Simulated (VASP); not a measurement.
Set up this calculation in VASP 6.6.1, as the native input.

```yaml
Task: single point
Functional: r2SCAN
Potentials_or_basis: VASP PAW PBE potentials, release 64 (Ti_sv, O)
Cutoff: 520 eV
k_mesh: 6 × 6 × 8
Occupations: gaussian, width 0.05 eV
Spin: no spin polarisation
Hubbard_terms: Ti d U = 4.0 eV
Dipole_correction: no
Further_INCAR_settings: ALGO = Normal; EDIFF = 1e-06; NBANDS = 33
```

The system is TiO2.

```
CELL_PARAMETERS angstrom
4.22957 0.00000 0.00000
0.00000 4.22957 0.00000
0.00000 0.00000 3.11260
ATOMIC_POSITIONS crystal
Ti 0.00000 0.00000 0.00000
Ti 0.50000 0.50000 0.50000
O 0.30514 0.30514 0.00000
O 0.19486 0.80514 0.50000
O 0.69486 0.69486 0.00000
O 0.80514 0.19486 0.50000
```

This cell differs from its parent crystal: strain -0.080 along x and y, +0.040 along z.

These files were run (other wordings do the same):

POSCAR

```
TiO2
1.0
    4.2295744681      0.0000000000      0.0000000000
    0.0000000000      4.2295744681      0.0000000000
    0.0000000000      0.0000000000      3.1125995552
Ti O
2 4
Direct
    0.0000000000      0.0000000000      0.0000000000
    0.5000000000      0.5000000000      0.5000000000
    0.3051400959      0.3051400959      0.0000000000
    0.1948599041      0.8051400959      0.5000000000
    0.6948599041      0.6948599041      0.0000000000
    0.8051400959      0.1948599041      0.5000000000
```

INCAR.step1

```
SYSTEM = TiO2
ALGO = Normal
EDIFF = 1E-4
ENCUT = 520
GGA = PE
ISMEAR = 0
LASPH = .TRUE.
LCHARG = .FALSE.
LDAU = .TRUE.
LDAUJ = 0 0
LDAUL = 2 -1
LDAUTYPE = 2
LDAUU = 4 0
LMAXMIX = 4
LREAL = .FALSE.
LWAVE = .TRUE.
NBANDS = 33
NELM = 150
PREC = Accurate
SIGMA = 0.05
```

INCAR.step2

```
SYSTEM = TiO2
ALGO = Normal
EDIFF = 1E-6
ENCUT = 520
ISIF = 2
ISMEAR = 0
ISTART = 1
LASPH = .TRUE.
LCHARG = .FALSE.
LDAU = .TRUE.
LDAUJ = 0 0
LDAUL = 2 -1
LDAUPRINT = 1
LDAUTYPE = 2
LDAUU = 4 0
LMAXMIX = 4
LMIXTAU = .TRUE.
LREAL = .FALSE.
LWAVE = .FALSE.
METAGGA = R2SCAN
NBANDS = 33
NELM = 150
PREC = Accurate
SIGMA = 0.05
```

KPOINTS

```
k-points
0
G
  6 6 8
  0 0 0
```

Potentials or basis: VASP PAW PBE potentials, release 64 (Ti_sv, O).

Launch:

```sh
$ cat potpaw_PBE.64/Ti_sv/POTCAR potpaw_PBE.64/O/POTCAR > POTCAR
$ cp INCAR.step1 INCAR
$ mpirun -np 1 vasp_std > vasp.out
$ cp INCAR.step2 INCAR
$ mpirun -np 1 vasp_std > vasp.out
```

Results of the run:

* Pressure: 43.6 GPa
* Largest force: 0.511 eV/Å
* Band gap on the k mesh: 3.26 eV

Caveat: the cell differs from its parent crystal (strain -0.080 along x and y, +0.040 along z); the stress differs along the axes, from 21 to 55 GPa; the PAW data sets were made with another functional, which shifts forces and pressure a little.

It took 4.7 min on 1 thread of Intel Xeon 8259CL, with other jobs on the host, peak memory 0.21 GiB.
